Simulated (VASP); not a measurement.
# AgBr (Fm-3m) in VASP: further runs

AgBr is run at these levels: HSE06, PBE0, PBE-based screened hybrid with 100 % exact exchange; tasks: single point.

Everything below comes from runs of VASP 6.6.1. Logs are shortened: lines on timing, memory, paths and dates and some standing lists are left out, and cuts for length are marked.

## (1) The cell of the first run

Symmetry: Fm-3m, No. 225, cubic system. Conventional cell: a = 5.786 Å, b = 5.786 Å, c = 5.786 Å, α = 90.00°, β = 90.00°, γ = 90.00°. Within 3.8 Å of Ag (site symmetry m-3m) lie 6 Br at 2.89 Å. Within 3.8 Å of Br (site symmetry m-3m) lie 6 Ag at 2.89 Å.

## (2) Single point, HSE06

Contents of POSCAR:

```
AgBr
1.0
    0.0000000000      2.8927622861      2.8927622861
    2.8927622861      0.0000000000      2.8927622861
    2.8927622861      2.8927622861      0.0000000000
Ag Br
1 1
Direct
    0.0000000000      0.0000000000      0.0000000000
    0.5000000000      0.5000000000      0.5000000000
```

Contents of INCAR.step1:

```
  PREC = Accurate
  ENCUT = 400
  EDIFF = 1E-5
  ISMEAR = 0
  SIGMA = 0.01
  LREAL = False
  LASPH = True
  NELM = 120
  ALGO = Normal
  ISIF = 2
  LWAVE = True
  LCHARG = False
  GGA = PE
  NBANDS = 16
  GGA_COMPAT = False
```

Contents of INCAR.step2:

```
  PREC = Accurate
  ENCUT = 400
  EDIFF = 1E-6
  ISMEAR = 0
  SIGMA = 0.01
  LREAL = False
  LASPH = True
  NELM = 120
  ALGO = Normal
  ISIF = 2
  LWAVE = False
  LCHARG = False
  GGA = PE
  LHFCALC = True
  HFSCREEN = 0.2079
  PRECFOCK = Normal
  ISTART = 1
  NBANDS = 16
  GGA_COMPAT = False
```

Contents of KPOINTS:

```
Automatic mesh
0
Gamma
  4 4 4
```

Potentials or basis: VASP PAW PBE potentials, release 64 (Ag, Br).

Run with:

```console
> cat potpaw_PBE.64/Ag/POTCAR potpaw_PBE.64/Br/POTCAR > POTCAR
> cp INCAR.step1 INCAR
> mpirun -np 1 vasp_std > vasp.out
> cp INCAR.step2 INCAR
> mpirun -np 1 vasp_std > vasp.out
```

OUTCAR:

```text
PREC = Accurate
   ENCUT = 400
   EDIFF = 1E-6
   ISMEAR = 0
   LREAL = False
   LASPH = True
   NELM = 120
   ISIF = 2
   GGA = PE
   LHFCALC = True
   HFSCREEN = 0.2079
   PRECFOCK = Normal
   ISTART = 1

 ion  position               nearest neighbor table
   1  0.000  0.000  0.000-   2 2.89   2 2.89   2 2.89   2 2.89   2 2.89   2 2.89
   2  0.500  0.500  0.500-   1 2.89   1 2.89   1 2.89   1 2.89   1 2.89   1 2.89

  LATTYP: Found a face centered cubic cell.
 ALAT       =     5.7855245722

  Lattice vectors:

 A1 = (   0.0000000000,   2.8927622861,   2.8927622861)
 A2 = (   2.8927622861,   0.0000000000,   2.8927622861)
 A3 = (   2.8927622861,   2.8927622861,   0.0000000000)

Analysis of symmetry for initial positions (statically):
=====================================================================
 Subroutine PRICEL returns:
 Original cell was already a primitive cell.

 Routine SETGRP: Setting up the symmetry group for a
 face centered cubic supercell.

 Subroutine GETGRP returns: Found 48 space group operations
 (whereof 48 operations were pure point group operations)
 out of a pool of 48 trial point group operations.

The static configuration has the point symmetry O_h .

Analysis of symmetry for dynamics (positions and initial velocities):
=====================================================================
 Subroutine PRICEL returns:
 Original cell was already a primitive cell.

 Routine SETGRP: Setting up the symmetry group for a
 face centered cubic supercell.

 Subroutine GETGRP returns: Found 48 space group operations
 (whereof 48 operations were pure point group operations)
 out of a pool of 48 trial point group operations.

The dynamic configuration has the point symmetry O_h .

 Subroutine INISYM returns: Found 48 space group operations
 (whereof 48 operations are pure point group operations),
 and found     1 'primitive' translations

----------------------------------------------------------------------------------------

                                     Primitive cell

  volume of cell :      48.4137

  direct lattice vectors                    reciprocal lattice vectors
     0.000000000  2.892762286  2.892762286    -0.172845174  0.172845174  0.172845174
     2.892762286  0.000000000  2.892762286     0.172845174 -0.172845174  0.172845174
     2.892762286  2.892762286  0.000000000     0.172845174  0.172845174 -0.172845174

  length of vectors
     4.090983658  4.090983658  4.090983658     0.299376623  0.299376623  0.299376623

[... 73 lines left out ...]
   PSTRESS=    0.0 pullay stress
   NELECT =      18.0000    total number of electrons
   NUPDOWN=      -1.0000    fix difference up-down
   EMIN   =  10.00;   EMAX   =-10.00  energy-range for DOS
   EFERMI =   0.00;   METHOD = LEGACY
   ISMEAR =     0;   SIGMA  =   0.01  broadening in eV -4-tet -1-fermi 0-gaus
   EFERMI_NEDOS =   21; number of points for ismear=-14 and -15
   IALGO  =     38    algorithm
   IMIX   =      1    mixing-type and parameters
     AMIX     =   0.40;   BMIX     =  1.00
     AMIX_MAG =   1.60;   BMIX_MAG =  1.00
  volume/ion in A,a.u.               =      24.21       163.36
  Fermi-wavevector in a.u.,A,eV,Ry     =   1.177180  2.224548 18.854315  1.385753
  Thomas-Fermi vector in A             =   2.313531
   LORBIT       =      0    0 simple, 1 ext, 2 COOP (PROOUT), +10 PAW based schemes
   GGA     = PE    functional components
   LHFCALC =     T    Hartree Fock is set to
   PRECFOCK=normal    Normal, Fast or Accurate (Low or Medium for compatibility)
   ENCUT4O =  -1.0   cutoff for four orbital integrals eV
   NKREDX  =     1    reduce k-point grid by
   NKREDY  =     1    reduce k-point grid by
   NKREDZ  =     1    reduce k-point grid by
   AEXX    =    0.2500 exact exchange contribution
   HFSCREEN=    0.2079 screening length (either q_TF or 0.3 A-1)
   HFSCREENC=   0.2079 screening length for correlation (either q_TF or 0.3 A-1)
   ENCUTFOCK=  -1.0 apply spherical cutoff to Coloumb kernel
   IVDW    =     0    specifies the selected vdW correction
   LEPSILON=     F    determine dielectric tensor
   LRPA    =     F    only Hartree local field effects (RPA)
 non-spin polarized calculation
 Gauss-broadening in eV      SIGMA  =   0.01
  energy-cutoff  :      400.00
  volume of cell :       48.41
 maximum number of plane-waves:       894
 NGX is ok and might be reduce to    28
  NGX = 24; NGY = 24; NGZ = 24

 number of electron      17.9999992 magnetization

 Free energy of the ion-electron system (eV)
  ---------------------------------------------------
  ext. energy  EPLUGINS =         0.00000000
  ---------------------------------------------------
  free energy    TOTEN  =        -6.08459522 eV

  energy without entropy =       -6.08459522  energy(sigma->0) =       -6.08459522

 E-fermi :   2.5324     XC(G=0):  -8.0438

 val. band max:        2.4224486199   @ k =   0.5000   0.0000   0.0000
 cond. band min:       4.4379063923   @ k =   0.0000   0.0000   0.0000
 fundamental gap:      2.0154577724
 Fermi energy:         2.5323627037

 k-point     1 :       0.0000    0.0000    0.0000
  band No.  band energies     occupation
      1     -13.5180      2.00000
      2      -0.8363      2.00000
      3      -0.8363      2.00000
      4      -0.8020      2.00000
      5      -0.8020      2.00000
      6      -0.8020      2.00000
[... 129 lines left out ...]
      3      -1.5730      2.00000
      4      -1.5730      2.00000
      5      -0.4257      2.00000
      6      -0.4193      2.00000
[... 8 lines left out ...]
     15      16.8555      0.00000
     16      18.8962      0.00000

------------------------ aborting loop because EDIFF is reached ----------------------------------------

  FORCE on cell =-STRESS in cart. coord.  units (eV):
  Direction    XX          YY          ZZ          XY          YZ          ZX
  --------------------------------------------------------------------------------------
  -------------------------------------------------------------------------------------
  Total        0.2470326      0.2470326      0.2470326     -0.0000000     -0.0000000     -0.0000000
  in kB        8.1751675      8.1751675      8.1751675     -0.0000000     -0.0000000     -0.0000000
  external PRESSURE =       8.1751675 kB  Pullay stress =       0.0000000 kB

 VOLUME and BASIS-vectors are now :
 -----------------------------------------------------------------------------
  energy-cutoff  :      400.00
  volume of cell :       48.41
      direct lattice vectors                 reciprocal lattice vectors
     0.000000000  2.892762286  2.892762286    -0.172845174  0.172845174  0.172845174
     2.892762286  0.000000000  2.892762286     0.172845174 -0.172845174  0.172845174
     2.892762286  2.892762286  0.000000000     0.172845174  0.172845174 -0.172845174

 POSITION                                       TOTAL-FORCE (eV/Angst)
 -----------------------------------------------------------------------------------
      0.00000      0.00000      0.00000         0.000000     -0.000000      0.000000
      2.89276      2.89276      2.89276        -0.000000      0.000000     -0.000000
 -----------------------------------------------------------------------------------
    total drift:                                0.000000      0.000000      0.000000

  FREE ENERGIE OF THE ION-ELECTRON SYSTEM (eV)
  ---------------------------------------------------
  free  energy   TOTEN  =        -6.0845952209 eV

  energy  without entropy=       -6.0845952209  energy(sigma->0) =       -6.08459522
```

OUTCAR.step1:

```text
PREC = Accurate
   ENCUT = 400
   EDIFF = 1E-5
   ISMEAR = 0
   LREAL = False
[... 356 lines left out ...]
      0.00000      0.00000      0.00000        -0.000000     -0.000000      0.000000
      2.89276      2.89276      2.89276         0.000000      0.000000     -0.000000
 -----------------------------------------------------------------------------------
    total drift:                                0.000000      0.000000      0.000000

  FREE ENERGIE OF THE ION-ELECTRON SYSTEM (eV)
  ---------------------------------------------------
  free  energy   TOTEN  =        -4.9721113412 eV

  energy  without entropy=       -4.9721113412  energy(sigma->0) =       -4.97211134
```

OSZICAR.step1:

```text
N       E                     dE             d eps       ncg     rms          rms(c)
DAV:   1     0.809926213126E+02    0.80993E+02   -0.71027E+03   264   0.796E+02
DAV:   2    -0.252290138901E+01   -0.83516E+02   -0.78264E+02   320   0.187E+02
DAV:   3    -0.508276584605E+01   -0.25599E+01   -0.25564E+01   336   0.347E+01
DAV:   4    -0.509493884053E+01   -0.12173E-01   -0.12173E-01   296   0.264E+00
DAV:   5    -0.509504386711E+01   -0.10503E-03   -0.10503E-03   336   0.235E-01    0.548E+00
DAV:   6    -0.497705503288E+01    0.11799E+00   -0.18469E-01   304   0.582E+00    0.364E+00
DAV:   7    -0.497192371451E+01    0.51313E-02   -0.58765E-02   288   0.160E+00    0.150E+00
DAV:   8    -0.497203281887E+01   -0.10910E-03   -0.43283E-03   296   0.631E-01    0.260E-01
DAV:   9    -0.497208111630E+01   -0.48297E-04   -0.50791E-04   304   0.233E-01    0.351E-02
DAV:  10    -0.497210511245E+01   -0.23996E-04   -0.40279E-05   312   0.847E-02    0.203E-02
DAV:  11    -0.497211134121E+01   -0.62288E-05   -0.13894E-05   280   0.297E-02
   1 F= -.49721113E+01 E0= -.49721113E+01  d E =-.167135E-37
```

Run time: 3.5 min. Hardware: 1 thread of Intel Xeon Platinum 8488C (Sapphire Rapids), shared host; peak memory 0.27 GiB.

Results:

```
Free energy            : -6.0846 eV
Pressure               : 0.8 GPa
Band gap on the k mesh : 2.02 eV (least direct gap 3.77 eV)
```

Caveat: the k points lie up to 0.47 Å⁻¹ apart; the PAW data sets were made with another functional, which shifts forces and pressure a little. A k mesh can miss the band edges.

## (3) Single point, PBE0

POSCAR is that of step 2.

Contents of INCAR.step1:

```
  PREC = Accurate
  ENCUT = 400
  EDIFF = 1E-5
  ISMEAR = 0
  SIGMA = 0.01
  LREAL = F
  LASPH = T
  NELM = 120
  ALGO = Normal
  ISIF = 2
  LWAVE = T
  LCHARG = F
  GGA = PE
  NBANDS = 16
  GGA_COMPAT = F
```

Contents of INCAR.step2:

```
  PREC = Accurate
  ENCUT = 400
  EDIFF = 1E-6
  ISMEAR = 0
  SIGMA = 0.01
  LREAL = F
  LASPH = T
  NELM = 120
  ALGO = Normal
  ISIF = 2
  LWAVE = F
  LCHARG = F
  GGA = PE
  LHFCALC = T
  AEXX = 0.25
  PRECFOCK = Normal
  ISTART = 1
  NBANDS = 16
  GGA_COMPAT = F
```

Contents of KPOINTS:

```
regular mesh
0
Gamma
  4 4 4
```

Potentials or basis: VASP PAW PBE potentials, release 64 (Ag, Br).

Run with:

```console
> cat potpaw_PBE.64/Ag/POTCAR potpaw_PBE.64/Br/POTCAR > POTCAR
> cp INCAR.step1 INCAR
> mpirun -np 1 vasp_std > vasp.out
> cp INCAR.step2 INCAR
> mpirun -np 1 vasp_std > vasp.out
```

It took 3.5 min on 1 thread of Intel Xeon Platinum 8488C (Sapphire Rapids), shared host; peak memory 0.18 GiB.

The run converged. Its results:

```
Free energy            : -6.6656 eV
Pressure               : 0.6 GPa
Band gap on the k mesh : 2.73 eV (least direct gap 4.49 eV)
```

Levels at points of the mesh, in eV from the valence-band top:
| k point | band 7 | band 8 | band 9 | band 10 | band 11 | band 12 |
| --- | --- | --- | --- | --- | --- | --- |
| (0.00, 0.00, 0.00) | -1.76 | -1.76 | -1.76 | 2.73 | 12.07 | 12.07 |
| (0.50, 0.00, 0.00) | -2.49 | 0.00 | 0.00 | 5.75 | 8.98 | 8.98 |
| (0.50, 0.50, 0.00) | -2.79 | -2.70 | -2.70 | 3.82 | 9.03 | 11.28 |

Caveat: the k points lie up to 0.47 Å⁻¹ apart; the PAW data sets were made with another functional, which shifts forces and pressure a little. A k mesh can miss the band edges.

## (4) Single point, PBE-based screened hybrid with 100 % exact exchange

POSCAR is that of step 3.

Contents of INCAR.step1:

```
SYSTEM = AgBr
  PREC = Accurate
  ENCUT = 400
  EDIFF = 1E-5
  ISMEAR = 0
  SIGMA = 0.01
  LREAL = .False.
  LASPH = .True.
  NELM = 120
  ALGO = Normal
  ISIF = 2
  LWAVE = .True.
  LCHARG = .False.
  GGA = PE
  NBANDS = 16
  GGA_COMPAT = .False.
```

Contents of INCAR.step2:

```
SYSTEM = AgBr
  PREC = Accurate
  ENCUT = 400
  EDIFF = 1E-6
  ISMEAR = 0
  SIGMA = 0.01
  LREAL = .False.
  LASPH = .True.
  NELM = 120
  ALGO = Normal
  ISIF = 2
  LWAVE = .False.
  LCHARG = .False.
  GGA = PE
  LHFCALC = .True.
  AEXX = 1.0
  HFSCREEN = 0.3
  PRECFOCK = Normal
  ISTART = 1
  NBANDS = 16
  ALDAC = 1.0
  AGGAC = 1.0
  GGA_COMPAT = .False.
```

Contents of KPOINTS:

```
Automatic mesh
0
Gamma
  4 4 4
  0 0 0
```

Run with:

```console
> cat potpaw_PBE.64/Ag/POTCAR potpaw_PBE.64/Br/POTCAR > POTCAR
> cp INCAR.step1 INCAR
> mpirun -np 1 vasp_std > vasp.out
> cp INCAR.step2 INCAR
> mpirun -np 1 vasp_std > vasp.out
```

Run time: 4.9 min. Hardware: 1 thread of Intel Xeon Platinum 8488C (Sapphire Rapids), shared host; peak memory 0.27 GiB.

It converged, with:

- Free energy: -9.3239 eV
- Pressure: 0.3 GPa
- Band gap on the k mesh: 5.55 eV (least direct gap 7.02 eV)

Levels at points of the mesh, in eV from the valence-band top:
| k point | band 6 | band 7 | band 8 | band 9 | band 10 | band 11 | band 12 | band 13 |
| --- | --- | --- | --- | --- | --- | --- | --- | --- |
| (0.00, 0.00, 0.00) | -4.66 | -1.47 | -1.47 | -1.47 | 5.55 | 14.59 | 14.59 | 14.59 |
| (0.50, 0.00, 0.00) | -4.42 | -3.26 | 0.00 | 0.00 | 8.13 | 11.74 | 11.74 | 12.63 |
| (0.50, 0.50, 0.00) | -4.26 | -4.17 | -2.52 | -2.52 | 6.78 | 11.10 | 14.23 | 16.91 |

Caveat: the k points lie up to 0.47 Å⁻¹ apart; the PAW data sets were made with another functional, which shifts forces and pressure a little. A k mesh can miss the band edges.

## (5) Summary

| level | share of exact exchange | screening parameter | gap on the mesh (eV) | pressure (GPa) |
| --- | --- | --- | --- | --- |
| HSE06 | 0.25 | 0.2079 1/Å | 2.02 | 0.8 |
| PBE0 | 0.25 | - | 2.73 | 0.6 |
| PBE-based screened hybrid with 100 % exact exchange | 1 | 0.3 1/Å | 5.55 | 0.3 |

Alike in all rows: task single point; potentials or basis VASP PAW PBE potentials, release 64 (Ag, Br); no spin polarisation; cell as given; k mesh 4 × 4 × 4; cutoff (eV) 400; smearing gaussian 0.01 eV.

Caveats: all runs use coarse meshes; the PAW data sets were made with another functional, which shifts forces and pressure a little.

Total energies depend on the potentials used, so only differences within one code and one set of settings carry meaning.
